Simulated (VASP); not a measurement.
A run of VASP 6.6.1:

Contents of INCAR:

```
SYSTEM = CoO
ALGO = Normal ; EDIFF = 1E-6
EDIFFG = -0.01 ; ENCUT = 600
GGA = PS ; IBRION = 2
ISIF = 3 ; ISMEAR = -1
ISPIN = 2 ; IVDW = 13
LASPH = .True. ; LCHARG = .False.
LMAXMIX = 4 ; LORBIT = 11
LREAL = .False. ; LWAVE = .False.
MAGMOM = 2 0 ; NELM = 150
NSW = 60 ; PREC = Accurate
SIGMA = 0.05
```

KPOINTS

```
k-points
0
Gamma
  11 11 11
  0 0 0
```

Contents of POSCAR:

```
CoO
1.0
    1.5054695445      0.8691832468      2.4399269062
   -1.5054695445      0.8691832468      2.4399269062
    0.0000000000     -1.7383664936      2.4399269062
Co O
1 1
Direct
    0.0000000000      0.0000000000      0.0000000000
    0.5000000000      0.5000000000      0.5000000000
```

Potentials or basis: VASP PAW PBE potentials, release 64 (Co, O).

Command:

```bash
$ cat potpaw_PBE.64/Co/POTCAR potpaw_PBE.64/O/POTCAR > POTCAR
$ mpirun -np 1 vasp_std > vasp.out
```

Hardware: 1 thread of Intel Xeon 8259CL (shared host).

**Question.** How long does it take, and how much memory?

**Answer.** It took 13 min on 1 thread of Intel Xeon 8259CL, with other jobs on the host, peak memory 0.23 GiB. Counts: scf iterations 148, k points 146, ion steps 19.
